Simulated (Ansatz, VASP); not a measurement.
Te: VASP beside Ansatz

INCAR

```
ALGO = Normal ; EDIFF = 1E-6
ENCUT = 520 ; GGA = CA
ISIF = 2 ; ISMEAR = -1
LASPH = T ; LCHARG = F
LREAL = F ; LWAVE = F
NBANDS = 9 ; NELM = 60
PREC = Accurate ; SIGMA = 0.1
```

Contents of KPOINTS:

```
k-points
0
Gamma
  12 12 12
```

File POSCAR:

```
Te
1.0
    2.5682129080      0.0000000000      0.0000000000
    0.0000000000      2.5682129080      0.0000000000
    0.0000000000      0.0000000000      2.5682129080
Te
1
Direct
    0.0000000000      0.0000000000      0.0000000000
```

Input for Ansatz:

```yaml
crystal:
  lattice:
    - [2.568212908, 0.0, 0.0]
    - [0.0, 2.568212908, 0.0]
    - [0.0, 0.0, 2.568212908]
  atoms:
    - { symbol: Te, position: [0.0, 0.0, 0.0] }
kpoints:
  mp_grid: { grid: [12, 12, 12] }
scf:
  occupations: { method: fermi_dirac, width: 0.1 }
hamiltonian:
  xc: lda
  pseudopotentials: { kind: all_electron, lapw: { basis_error: 0.001 } }
output:
  forces: true
  stress: true
  eigenvalues: true
  populations: true
```

Change from the starting cell: volume scaled by 0.55, LAPW.

Alike in both runs: task single point; functional LDA; k mesh 12 × 12 × 12; occupations fermi-dirac, width 0.1 eV; no spin polarisation.

```csv
,VASP,Ansatz
version,VASP 6.6.1,Ansatz 0.2.0
potentials or method,"VASP PAW LDA potentials, release 64 (Te), cutoff 520 eV","all-electron LAPW, scalar-relativistic"
```

Ansatz gave:

```
pressure (GPa) : 124.3
```

Question: Estimate VASP's values.

Answer: Pressure (GPa): 126.8.

LDA's correlation is that of Perdew and Zunger in VASP and of Perdew and Wang (1992) in Ansatz. Both programs put the cell under a high pressure, so it lies far from rest at this level. Ansatz ran all-electron here, and VASP with PAW potentials.

Neither program's run includes spin-orbit coupling. Noted on VASP's run: the cell as given lies far from equilibrium.
